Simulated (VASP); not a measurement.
# KCl (P6/mmm) in VASP: further runs

KCl is run at these levels: r2SCAN; tasks: single point.

All numbers are computed with VASP 6.6.1; they aren't measurements. Logs are shortened: lines on timing, memory, paths and dates and some standing lists are left out, and cuts for length are marked.

## (1) The cell of the first run

Symmetry: P6/mmm, No. 191, hexagonal system. Conventional cell: a = 6.386 Å, b = 6.386 Å, c = 5.152 Å, α = 90.00°, β = 90.00°, γ = 120.00°. K (site symmetry mmm) has 6 Cl at 3.17 to 3.19 Å and 4 K at 3.19 Å within 4.2 Å. Within 4.2 Å of Cl (site symmetry 6/mmm) lie 6 K at 3.19 Å. Cl (site symmetry -6m2) has 6 K at 3.17 Å and 3 Cl at 3.69 Å within 4.2 Å.

## (2) Single point, r2SCAN

Input file POSCAR:

```
KCl
1.0
    6.3860744050      0.0000000000      0.0000000000
   -3.1930372025      5.5305026652      0.0000000000
    0.0000000000      0.0000000000      5.1524009404
K Cl
3 3
Direct
    0.5000000000      0.0000000000      0.0000000000
    0.5000000000      0.5000000000      0.0000000000
    0.0000000000      0.5000000000      0.0000000000
    0.0000000000      0.0000000000      0.0000000000
    0.3333333333      0.6666666667      0.5000000000
    0.6666666667      0.3333333333      0.5000000000
```

Input file INCAR.step1:

```
  ALGO = Normal
  EDIFF = 1E-4
  ENCUT = 520
  GGA = PE
  ISMEAR = 0
  LASPH = True
  LCHARG = False
  LREAL = False
  LWAVE = True
  NBANDS = 33
  NELM = 60
  PREC = Accurate
  SIGMA = 0.1
```

Input file INCAR.step2:

```
  ALGO = Normal
  EDIFF = 1E-7
  ENCUT = 520
  ISIF = 2
  ISMEAR = 0
  ISTART = 1
  LASPH = True
  LCHARG = False
  LMIXTAU = True
  LREAL = False
  LWAVE = False
  METAGGA = R2SCAN
  NBANDS = 33
  NELM = 60
  PREC = Accurate
  SIGMA = 0.1
```

Input file KPOINTS:

```
k-points
0
Gamma
  3 3 4
```

Potentials or basis: VASP PAW PBE potentials, release 64 (K_sv, Cl).

Command:

```bash
$ cat potpaw_PBE.64/K_sv/POTCAR potpaw_PBE.64/Cl/POTCAR > POTCAR
$ cp INCAR.step1 INCAR
$ mpirun -np 1 vasp_std > vasp.out
$ cp INCAR.step2 INCAR
$ mpirun -np 1 vasp_std > vasp.out
```

OUTCAR:

```text
EDIFF = 1E-7
   ENCUT = 520
   ISIF = 2
   ISMEAR = 0
   ISTART = 1
   LASPH = True
   LREAL = False
   METAGGA = R2SCAN
   NELM = 60
   PREC = Accurate

 ion  position               nearest neighbor table
   1  0.500  0.000  0.000-   5 3.17   6 3.17   5 3.17   6 3.17   4 3.19   4 3.19   2 3.19   2 3.19
                             3 3.19   3 3.19
   2  0.500  0.500  0.000-   5 3.17   6 3.17   5 3.17   6 3.17   3 3.19   3 3.19   4 3.19   1 3.19
                             1 3.19   4 3.19
   3  0.000  0.500  0.000-   5 3.17   6 3.17   5 3.17   6 3.17   2 3.19   2 3.19   4 3.19   4 3.19
                             1 3.19   1 3.19
   4  0.000  0.000  0.000-   1 3.19   1 3.19   3 3.19   3 3.19   2 3.19   2 3.19
   5  0.333  0.667  0.500-   3 3.17   3 3.17   1 3.17   1 3.17   2 3.17   2 3.17
   6  0.667  0.333  0.500-   3 3.17   3 3.17   1 3.17   1 3.17   2 3.17   2 3.17

  LATTYP: Found a hexagonal cell.
 ALAT       =     6.3860744050
 C/A-ratio  =     0.8068181818

  Lattice vectors:

 A1 = (   6.3860744050,   0.0000000000,   0.0000000000)
 A2 = (  -3.1930372025,   5.5305026652,   0.0000000000)
 A3 = (   0.0000000000,   0.0000000000,   5.1524009404)

Analysis of symmetry for initial positions (statically):
=====================================================================
 Subroutine PRICEL returns:
 Original cell was already a primitive cell.

 Routine SETGRP: Setting up the symmetry group for a
 hexagonal supercell.

 Subroutine GETGRP returns: Found 24 space group operations
 (whereof 24 operations were pure point group operations)
 out of a pool of 24 trial point group operations.

The static configuration has the point symmetry D_6h.

Analysis of symmetry for dynamics (positions and initial velocities):
=====================================================================
 Subroutine PRICEL returns:
 Original cell was already a primitive cell.

 Routine SETGRP: Setting up the symmetry group for a
 hexagonal supercell.

 Subroutine GETGRP returns: Found 24 space group operations
 (whereof 24 operations were pure point group operations)
 out of a pool of 24 trial point group operations.

The dynamic configuration has the point symmetry D_6h.

 Subroutine INISYM returns: Found 24 space group operations
 (whereof 24 operations are pure point group operations),
 and found     1 'primitive' translations

----------------------------------------------------------------------------------------

                                     Primitive cell

  volume of cell :     181.9735

  direct lattice vectors                    reciprocal lattice vectors
     6.386074405  0.000000000  0.000000000     0.156590722  0.090407695  0.000000000
    -3.193037202  5.530502665  0.000000000     0.000000000  0.180815391  0.000000000
     0.000000000  0.000000000  5.152400940     0.000000000  0.000000000  0.194084275

  length of vectors
     6.386074405  6.386074405  5.152400940     0.180815391  0.180815391  0.194084275

  position of ions in fractional coordinates (direct lattice)
     0.500000000  0.000000000  0.000000000
     0.500000000  0.500000000  0.000000000
     0.000000000  0.500000000  0.000000000
     0.000000000  0.000000000  0.000000000
     0.333333333  0.666666667  0.500000000
     0.666666667  0.333333333  0.500000000

  ion indices of the primitive-cell ions
   primitive index   ion index
                 1           1
                 2           2
                 3           3
                 4           4
                 5           5
                 6           6

----------------------------------------------------------------------------------------

 KPOINTS: k-points

Automatic generation of k-mesh.
 Grid dimensions read from file:
 generate k-points for:    3    3    4

 Generating k-lattice:

  Cartesian coordinates                     Fractional coordinates (reciprocal lattice)
     0.052196907  0.030135898  0.000000000     0.333333333  0.000000000  0.000000000
     0.000000000  0.060271797  0.000000000     0.000000000  0.333333333  0.000000000
     0.000000000  0.000000000  0.048521069     0.000000000  0.000000000  0.250000000

  Length of vectors
     0.060271797  0.060271797  0.048521069

  Shift w.r.t. Gamma in fractional coordinates (k-lattice)
     0.000000000  0.000000000  0.000000000

 Subroutine IBZKPT returns following result:
 ===========================================

 Found      9 irreducible k-points:

 Following reciprocal coordinates:
            Coordinates               Weight
  0.000000  0.000000  0.000000      1.000000
  0.333333  0.000000  0.000000      6.000000
  0.333333  0.333333  0.000000      2.000000
  0.000000  0.000000  0.250000      2.000000
  0.333333  0.000000  0.250000     12.000000
  0.333333  0.333333  0.250000      4.000000
  0.000000  0.000000  0.500000      1.000000
  0.333333  0.000000  0.500000      6.000000
  0.333333  0.333333  0.500000      2.000000
   k-points           NKPTS =      9   k-points in BZ     NKDIM =      9   number of bands    NBANDS=     33
   number of dos      NEDOS =    301   number of ions     NIONS =      6
   total plane-waves  NPLWV =  92160
   dimension x,y,z NGX =    48 NGY =   48 NGZ =   40
   dimension x,y,z NGXF=    96 NGYF=   96 NGZF=   80
   ions per type =               3   3
   NGX,Y,Z   is equivalent  to a cutoff of  12.50, 12.50, 12.91 a.u.
   NGXF,Y,Z  is equivalent  to a cutoff of  24.99, 24.99, 25.81 a.u.
 SYSTEM =  unknown system
   PREC   = accura    normal or accurate (medium, high low for compatibility)
   ISTART =      1    job   : 0-new  1-cont  2-samecut
   ICHARG =      0    charge: 1-file 2-atom 10-const
   ISPIN  =      1    spin polarized calculation?
   LNONCOLLINEAR =      F non collinear calculations
   LSORBIT =      F    spin-orbit coupling
   LASPH  =      T    aspherical Exc in radial PAW
   ENCUT  =  520.0 eV  38.22 Ry    6.18 a.u.  11.87 11.87  9.58*2*pi/ulx,y,z
   NELM   =     60;   NELMIN=  2; NELMDL=  0     # of ELM steps
   EDIFF  = 0.1E-06   stopping-criterion for ELM
   LREAL  =      F    real-space projection
   EDIFFG = 0.1E-05   stopping-criterion for IOM
   NSW    =      0    number of steps for IOM
   IBRION =     -1    ionic relax: 0-MD 1-quasi-New 2-CG
   NFREE  =      0    steps in history (QN), initial steepest desc. (CG)
   ISIF   =      2    stress and relaxation
   ISYM   =      2    0-nonsym 1-usesym 2-fastsym
   POTIM  = 0.5000    time-step for ionic-motion
   TEBEG  =    0.0;   TEEND  =   0.0 temperature during run
   PSTRESS=    0.0 pullay stress
   NELECT =      48.0000    total number of electrons
   NUPDOWN=      -1.0000    fix difference up-down
   EMIN   =  10.00;   EMAX   =-10.00  energy-range for DOS
   EFERMI =   0.00;   METHOD = LEGACY
   ISMEAR =     0;   SIGMA  =   0.10  broadening in eV -4-tet -1-fermi 0-gaus
   EFERMI_NEDOS =   21; number of points for ismear=-14 and -15
   IALGO  =     38    algorithm
   IMIX   =      4    mixing-type and parameters
     AMIX     =   0.40;   BMIX     =  1.00
     AMIX_MAG =   1.60;   BMIX_MAG =  1.00
  volume/ion in A,a.u.               =      30.33       204.67
  Fermi-wavevector in a.u.,A,eV,Ry     =   1.049911  1.984044 14.997881  1.102313
  Thomas-Fermi vector in A             =   2.184893
   LORBIT       =      0    0 simple, 1 ext, 2 COOP (PROOUT), +10 PAW based schemes
   METAGGA = R2SCAN    functional components
   LHFCALC =     F    Hartree Fock is set to
   AEXX    =    0.0000 exact exchange contribution
   IVDW    =     0    specifies the selected vdW correction
   LEPSILON=     F    determine dielectric tensor
   LRPA    =     F    only Hartree local field effects (RPA)
 non-spin polarized calculation
 Gauss-broadening in eV      SIGMA  =   0.10
  energy-cutoff  :      520.00
  volume of cell :      181.97
 maximum number of plane-waves:      4945
 NGX is ok and might be reduce to    48
   NGX = 23   NGY = 23   NGZ = 19

 number of electron      48.0000004 magnetization

 Free energy of the ion-electron system (eV)
  ---------------------------------------------------
  ext. energy  EPLUGINS =         0.00000000
  ---------------------------------------------------
  free energy    TOTEN  =       -47.34734008 eV

  energy without entropy =      -47.34734008  energy(sigma->0) =      -47.34734008

 E-fermi :  -0.9417     XC(G=0):  -8.0365

 val. band max:       -1.4208734767   @ k =   0.3333   0.3333   0.0000
 cond. band min:       3.1828707739   @ k =   0.0000   0.0000   0.0000
 fundamental gap:      4.6037442506
 Fermi energy:        -0.9416514233

 k-point     1 :       0.0000    0.0000    0.0000
  band No.  band energies     occupation
      1     -31.7094      2.00000
      2     -31.5145      2.00000
      3     -31.5145      2.00000
      4     -15.5401      2.00000
      5     -14.6742      2.00000
      6     -14.6742      2.00000
[... 25 lines left out ...]
     32       8.2196      0.00000
     33       8.3108      0.00000

 k-point     2 :       0.3333    0.0000    0.0000
  band No.  band energies     occupation
      1     -31.6690      2.00000
      2     -31.5567      2.00000
      3     -31.5147      2.00000
      4     -15.3388      2.00000
      5     -15.0073      2.00000
      6     -14.7559      2.00000
[... 25 lines left out ...]
     32       7.1983      0.00000
     33       7.7034      0.00000
[... 214 lines left out ...]
     32       6.8548      0.00000
     33       7.6986      0.00000

 k-point     9 :       0.3333    0.3333    0.5000
  band No.  band energies     occupation
      1     -31.6125      2.00000
      2     -31.6125      2.00000
      3     -31.5146      2.00000
      4     -15.0691      2.00000
      5     -14.8699      2.00000
      6     -14.8699      2.00000
[... 25 lines left out ...]
     32       7.3586      0.00000
     33       7.3794      0.00000

------------------------ aborting loop because EDIFF is reached ----------------------------------------

  FORCE on cell =-STRESS in cart. coord.  units (eV):
  Direction    XX          YY          ZZ          XY          YZ          ZX
  --------------------------------------------------------------------------------------
  -------------------------------------------------------------------------------------
  Total        4.0269088      4.0269088     -6.5218950      0.0000000      0.0000000      0.0000000
  in kB       35.4547273     35.4547273    -57.4217142      0.0000000      0.0000000      0.0000000
  external PRESSURE =       4.4959135 kB  Pullay stress =       0.0000000 kB

 VOLUME and BASIS-vectors are now :
 -----------------------------------------------------------------------------
  energy-cutoff  :      520.00
  volume of cell :      181.97
      direct lattice vectors                 reciprocal lattice vectors
     6.386074405  0.000000000  0.000000000     0.156590722  0.090407695  0.000000000
    -3.193037202  5.530502665  0.000000000     0.000000000  0.180815391  0.000000000
     0.000000000  0.000000000  5.152400940     0.000000000  0.000000000  0.194084275

 POSITION                                       TOTAL-FORCE (eV/Angst)
 -----------------------------------------------------------------------------------
      3.19304      0.00000      0.00000         0.000000      0.000000      0.000000
      1.59652      2.76525      0.00000         0.000000      0.000000      0.000000
     -1.59652      2.76525      0.00000         0.000000      0.000000      0.000000
      0.00000      0.00000      0.00000         0.000000      0.000000      0.000000
     -0.00000      3.68700      2.57620         0.000000      0.000000      0.000000
      3.19304      1.84350      2.57620        -0.000000     -0.000000      0.000000
 -----------------------------------------------------------------------------------
    total drift:                               -0.000000      0.000000      0.000000

  FREE ENERGIE OF THE ION-ELECTRON SYSTEM (eV)
  ---------------------------------------------------
  free  energy   TOTEN  =       -47.3473400817 eV

  energy  without entropy=      -47.3473400817  energy(sigma->0) =      -47.34734008
```

Run time: 4.4 min. Hardware: 1 thread of Oxide Virtual Turin-like, shared host; peak memory 0.3 GiB.

Results:

- Free energy: -47.3473 eV
- Pressure: 0.4 GPa
- Band gap on the k mesh: 4.60 eV (least direct gap 4.75 eV)

Stress tensor (GPa, compression positive):
```
 3.55  0.00  0.00
 0.00  3.55  0.00
 0.00  0.00 -5.74
```

Levels at points of the mesh, in eV from the valence-band top:
```
           k point  band 21  band 22  band 23  band 24  band 25  band 26  band 27  band 28
(0.00, 0.00, 0.00)    -1.11    -0.50    -0.15    -0.15     4.60     6.05     6.79     6.79
(0.00, 0.00, 0.50)    -0.99    -0.72    -0.33    -0.33     5.91     6.45     6.45     7.25
```

Caveat: the stress differs along the axes, from -6 to 4 GPa; the PAW data sets were made with another functional, which shifts forces and pressure a little. A k mesh can miss the band edges.

## (3) Single point, r2SCAN

This run uses another cell than the first one, of 33.97 Å³/atom.

POSCAR: that of step 2 with these lines changed.

```diff
@@ -2,5 +2,5 @@
 1.0
-    6.3860744050      0.0000000000      0.0000000000
-   -3.1930372025      5.5305026652      0.0000000000
-    0.0000000000      0.0000000000      5.1524009404
+    7.2842252315      0.0000000000      0.0000000000
+   -3.6421126158      6.3083240974      0.0000000000
+    0.0000000000      0.0000000000      4.4361485221
 K Cl
```

Input file INCAR.step1:

```
PREC = Accurate
ENCUT = 520
ISMEAR = 0
SIGMA = 0.02
LREAL = False
LASPH = True
NELM = 80
NBANDS = 33
GGA = PE
ALGO = Normal
EDIFF = 1E-4
LWAVE = True
LCHARG = False
```

Input file INCAR.step2:

```
PREC = Accurate
ENCUT = 520
EDIFF = 1E-6
ISMEAR = 0
SIGMA = 0.02
LREAL = False
LASPH = True
NELM = 80
ALGO = Normal
ISIF = 2
LWAVE = False
LCHARG = True
METAGGA = R2SCAN
LMIXTAU = True
LELF = True
LVHAR = True
NBANDS = 33
ISTART = 1
```

Input file KPOINTS:

```
Automatic mesh
0
Gamma
  6 6 6
```

Potentials or basis: VASP PAW PBE potentials, release 64 (K_sv, Cl).

Command:

```bash
$ cat potpaw_PBE.64/K_sv/POTCAR potpaw_PBE.64/Cl/POTCAR > POTCAR
$ cp INCAR.step1 INCAR
$ mpirun -np 1 vasp_std > vasp.out
$ cp INCAR.step2 INCAR
$ mpirun -np 1 vasp_std > vasp.out
```

Run time: 20 min. Hardware: 1 thread of Oxide Virtual Turin-like, shared host; peak memory 0.41 GiB.

Results (log left out):

- Free energy: -48.2345 eV
- Pressure: 0.0 GPa
- Band gap on the k mesh: 4.19 eV

Levels at points of the mesh, in eV from the valence-band top:
```tsv
k point	band 20	band 21	band 22	band 23	band 24	band 25	band 26	band 27	band 28	band 29
(0.00, 0.00, 0.00)	-1.97	-1.97	-0.68	-0.68	0.00	4.19	5.15	6.64	6.64	7.81
(0.50, 0.00, 0.00)	-2.15	-1.91	-0.83	-0.72	-0.01	5.52	5.75	6.30	6.73	7.03
(0.00, 0.00, 0.50)	-2.15	-2.15	-0.63	-0.63	-0.52	6.16	6.19	6.19	6.65	6.65
(0.50, 0.00, 0.50)	-2.10	-2.07	-0.73	-0.67	-0.49	6.76	6.82	6.94	7.09	7.14
```

Caveat: the PAW data sets were made with another functional, which shifts forces and pressure a little. A k mesh can miss the band edges.

## (4) Single point, r2SCAN

This run uses another cell than the first one, of 33.97 Å³/atom.

POSCAR is that of step 3.

Input file INCAR.step1:

```
SYSTEM = KCl
ALGO = Normal
EDIFF = 1E-4
ENCUT = 520
GGA = PE
ISMEAR = 0
LASPH = .True.
LCHARG = .False.
LREAL = .False.
LWAVE = .True.
NBANDS = 33
NELM = 60
PREC = Accurate
SIGMA = 0.02
```

Input file INCAR.step2:

```
SYSTEM = KCl
ALGO = Normal
EDIFF = 1E-6
ENCUT = 520
ISIF = 2
ISMEAR = 0
ISTART = 1
LASPH = .True.
LCHARG = .True.
LELF = .True.
LMIXTAU = .True.
LREAL = .False.
LVHAR = .True.
LWAVE = .False.
METAGGA = R2SCAN
NBANDS = 33
NELM = 60
PREC = Accurate
SIGMA = 0.02
```

Input file KPOINTS:

```
k-points
0
Gamma
  6 6 6
  0 0 0
```

Command:

```bash
$ cat potpaw_PBE.64/K_sv/POTCAR potpaw_PBE.64/Cl/POTCAR > POTCAR
$ cp INCAR.step1 INCAR
$ mpirun -np 1 vasp_std > vasp.out
$ cp INCAR.step2 INCAR
$ mpirun -np 1 vasp_std > vasp.out
```

Wall time 29 min (1 thread of Oxide Virtual Turin-like, shared host); peak memory 0.4 GiB.

Results (log left out):

- Free energy: -48.2345 eV
- Pressure: 0.0 GPa
- Band gap on the k mesh: 4.19 eV

Levels at points of the mesh, in eV from the valence-band top:
| k point | band 21 | band 22 | band 23 | band 24 | band 25 | band 26 | band 27 | band 28 |
| --- | --- | --- | --- | --- | --- | --- | --- | --- |
| (0.00, 0.00, 0.00) | -1.97 | -0.68 | -0.68 | 0.00 | 4.19 | 5.15 | 6.64 | 6.64 |
| (0.50, 0.00, 0.00) | -1.91 | -0.83 | -0.72 | -0.01 | 5.52 | 5.75 | 6.30 | 6.73 |
| (0.00, 0.00, 0.50) | -2.15 | -0.63 | -0.63 | -0.52 | 6.16 | 6.19 | 6.19 | 6.65 |
| (0.50, 0.00, 0.50) | -2.07 | -0.73 | -0.67 | -0.49 | 6.76 | 6.82 | 6.94 | 7.09 |

Caveat: the PAW data sets were made with another functional, which shifts forces and pressure a little. A k mesh can miss the band edges.
